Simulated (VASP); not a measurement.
The system is KMo2.

```
K Mo
1.0
     3.22674    0.00000    0.00000
    -1.61337    2.79444    0.00000
     0.00000    0.00000   15.60453
K Mo
2 4
Direct
  0.33333 0.66667 0.25000
  0.66667 0.33333 0.75000
  0.33333 0.66667 0.55086
  0.66667 0.33333 0.05086
  0.33333 0.66667 0.94914
  0.66667 0.33333 0.44914
```

| Quantity | Value |
| --- | --- |
| Program | VASP 6.6.1 |
| Task | relaxation of cell and atoms |
| Functional | PBE |
| Potentials or basis | VASP PAW PBE potentials, release 64 (K_sv, Mo_sv) |
| Cutoff | 500 eV |
| k mesh | 6 × 6 × 1 |
| Occupations | gaussian, width 0.1 eV |
| Spin | no spin polarisation |

At the start: pressure 0.8 GPa; volume 23.45 Å³/atom.

Task: How do energy, volume and symmetry change on relaxing?

Result: Over 4 steps the energy falls by 2.6 meV/atom and the volume is 23.83 Å³/atom (+1.6 %); space group P6_3/mmc (No. 194, to 0.1 Å) before and after.

Step by step:
```
step  energy change (eV)  largest force (eV/Å)  pressure (GPa)  volume (Å³)
   1              0.0000                0.0115            0.78       140.70
   2             -0.0078                0.2432           -0.67       143.04
   3             -0.0081                0.1984           -0.41       142.61
   4             -0.0153                0.0392           -0.10       142.99
```

Final structure:
```
CELL_PARAMETERS angstrom
3.22314 0.00000 0.00000
-1.61157 2.79132 0.00000
0.00000 0.00000 15.89346
ATOMIC_POSITIONS crystal
K 0.33333 0.66667 0.25000
K 0.66667 0.33333 0.75000
Mo 0.33333 0.66667 0.55048
Mo 0.66667 0.33333 0.05048
Mo 0.33333 0.66667 0.94952
Mo 0.66667 0.33333 0.44952
```

Caveat: the k points lie up to 0.40 Å⁻¹ apart in the final cell, too coarse for converged energies and pressures of a metal.
